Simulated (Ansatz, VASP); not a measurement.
## One calculation of ZnCu, two programs

INCAR

```
SYSTEM = ZnCu
PREC = Accurate ; ENCUT = 520
EDIFF = 1E-6 ; ISMEAR = -1
SIGMA = 0.05 ; LREAL = .False.
LASPH = .True. ; NELM = 60
ALGO = Normal ; ISIF = 2
LWAVE = .False. ; LCHARG = .True.
GGA = PE ; LELF = .True.
LVHAR = .True. ; NBANDS = 18
```

File KPOINTS:

```
regular mesh
0
Gamma
  9 9 9
  0 0 0
```

Contents of POSCAR:

```
ZnCu
1.0
    2.9051978236      0.0000000000      0.0000000000
    0.0000000000      2.9051978236      0.0000000000
    0.0000000000      0.0000000000      2.9051978236
Zn Cu
1 1
Direct
    0.5000000000      0.5000000000      0.5000000000
    0.0000000000      0.0000000000      0.0000000000
```

The input input.yaml:

```yaml
crystal:
  lattice:
    - [2.9051978236, 0.0, 0.0]
    - [0.0, 2.9051978236, 0.0]
    - [0.0, 0.0, 2.9051978236]
  atoms:
    - { symbol: Zn, position: [0.5, 0.5, 0.5] }
    - { symbol: Cu, position: [0.0, 0.0, 0.0] }
kpoints:
  mp_grid: { grid: [9, 9, 9] }
scf:
  occupations: { method: fermi_dirac, width: 0.05 }
hamiltonian:
  xc: pbe
  pseudopotentials: { kind: all_electron, lapw: { basis_error: 0.0005 } }
output:
  forces: true
  stress: true
  eigenvalues: true
```

Change from the starting cell: volume scaled by 0.96.

Alike in both runs: task single point; functional PBE; k mesh 9 × 9 × 9; occupations fermi-dirac, width 0.05 eV; no spin polarisation.

```csv
,VASP,Ansatz
version,VASP 6.6.1,Ansatz 0.2.0
potentials or method,"VASP PAW PBE potentials, release 64 (Zn, Cu), cutoff 520 eV","all-electron LAPW, scalar-relativistic"
```

```csv
,VASP,Ansatz,Ansatz less VASP
gap on the k mesh at the Fermi level (eV),none,none,-
pressure (GPa),8.8,8.2,-0.57
```

A gap of «none» marks a metal or a gap that the smearing closes. Ansatz ran all-electron here, and VASP with PAW potentials.
